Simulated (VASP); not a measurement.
Input of a VASP 6.6.1 run:

INCAR

```
SYSTEM = Cu
ALGO = Normal
DIPOL = 0.5 0.5 0.498
EDIFF = 1E-7
ENCUT = 520
GGA = PE
IDIPOL = 3
ISIF = 2
ISMEAR = 0
LASPH = .TRUE.
LCHARG = .FALSE.
LDIPOL = .TRUE.
LREAL = .FALSE.
LWAVE = .FALSE.
NBANDS = 24
NELM = 60
PREC = Accurate
SIGMA = 0.1
```

The input KPOINTS:

```
k-points
0
G
  12 12 1
  0 0 0
```

POSCAR

```
Cu
1.0
    2.5659772347      0.0000000000      0.0000000000
   -1.2829886174      2.2222014708      0.0000000000
    0.0000000000      0.0000000000     18.1902232778
Cu
3
Direct
    0.6666666667      0.3333333333      0.3848221043
    0.3333333333      0.6666666667      0.4981075159
    0.0000000000      0.0000000000      0.6114037058
```

Potentials or basis: VASP PAW PBE potentials, release 64 (Cu).

Command:

```sh
$ cat potpaw_PBE.64/Cu/POTCAR > POTCAR
$ mpirun -np 1 vasp_std > vasp.out
```

Question: What does it give for the largest force?

Answer: 0.032 eV/Å.

Forces on the atoms (eV/Å):
```
Cu   0.000  0.000 -0.032
Cu   0.000  0.000  0.001
Cu   0.000  0.000  0.030
```
